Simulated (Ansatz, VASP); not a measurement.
## TaTi3Ge8: VASP beside Ansatz

INCAR

```
PREC = Accurate
ENCUT = 520
EDIFF = 1E-7
ISMEAR = 0
SIGMA = 0.2
LREAL = F
LASPH = T
NELM = 100
ALGO = Normal
ISIF = 2
LWAVE = F
LCHARG = F
GGA = PE
NBANDS = 92
```

KPOINTS

```
Automatic mesh
0
Gamma
  4 4 4
```

The input POSCAR:

```
TaTi3Ge8
1.0
    0.0000000000      0.0000000000      5.0714842000
    4.3355451000     -4.4216091000      0.0000000000
    4.3355451000      4.4216091000      0.0000000000
Ti Ta Ge
3 1 8
Direct
    0.0000000000      0.0000000000      0.0000000000
    0.2524300000      0.5000000000      1.0000000000
    0.7475700000      1.0000000000      0.5000000000
    0.5000000000      0.5000000000      0.5000000000
    0.5000000000      0.8325180000      0.8325180000
    0.0000000000      0.3320760000      0.3320760000
    0.5000000000      0.1674820000      0.1674820000
    0.0000000000      0.6679240000      0.6679240000
    0.7536790000      0.6673610000      0.1638680000
    0.2463210000      0.1638680000      0.6673610000
    0.7536790000      0.3326390000      0.8361320000
    0.2463210000      0.8361320000      0.3326390000
```

Input for Ansatz:

```yaml
crystal:
  lattice:
    - [0.0, 0.0, 5.0714842]
    - [4.3355451, -4.4216091, 0.0]
    - [4.3355451, 4.4216091, 0.0]
  atoms:
    - { symbol: Ti, position: [0.0, 0.0, 0.0] }
    - { symbol: Ti, position: [0.25243, 0.5, 1.0] }
    - { symbol: Ti, position: [0.74757, 1.0, 0.5] }
    - { symbol: Ta, position: [0.5, 0.5, 0.5] }
    - { symbol: Ge, position: [0.5, 0.832518, 0.832518] }
    - { symbol: Ge, position: [0.0, 0.332076, 0.332076] }
    - { symbol: Ge, position: [0.5, 0.167482, 0.167482] }
    - { symbol: Ge, position: [0.0, 0.667924, 0.667924] }
    - { symbol: Ge, position: [0.753679, 0.667361, 0.163868] }
    - { symbol: Ge, position: [0.246321, 0.163868, 0.667361] }
    - { symbol: Ge, position: [0.753679, 0.332639, 0.836132] }
    - { symbol: Ge, position: [0.246321, 0.836132, 0.332639] }
basis:
  ecutwfc: 420
kpoints:
  mp_grid: { grid: [4, 4, 4] }
hamiltonian:
  xc: pbe
scf:
  occupations: { method: gaussian, width: 0.2 }
  lower_state_search: "off"
output:
  forces: true
  stress: true
  eigenvalues: true
```

Alike in both runs: task single point; functional PBE; k mesh 4 × 4 × 4; occupations gaussian, width 0.2 eV; no spin polarisation.

|  | VASP | Ansatz |
| --- | --- | --- |
| version | VASP 6.6.1 | Ansatz 0.2.0 |
| potentials or method | VASP PAW PBE potentials, release 64 (Ti_sv, Ta_pv, Ge_d), cutoff 520 eV | scalar-relativistic, plane waves, PAW |
| valence electrons in the cell | 159 | 161 |

|  | VASP | Ansatz | Ansatz less VASP |
| --- | --- | --- | --- |
| gap on the k mesh at the Fermi level (eV) | none | none | - |
| pressure (GPa) | 0.1 | 0.0 | -0.11 |
| traceless stress, the component that is largest in VASP (GPa) | 0.21 | 0.24 | +0.026 |
| rms of the force components (eV/Å) | 0.006 | 0.007 | +0.0001 |

Atom by atom the forces differ by 0.001 eV/Å (rms over components). A gap of «none» marks a metal or a gap that the smearing closes. VASP's potentials hold 159 valence electrons a cell and Ansatz's 161, so a difference there can come from the potentials and not from the codes.

Neither program's run includes spin-orbit coupling.
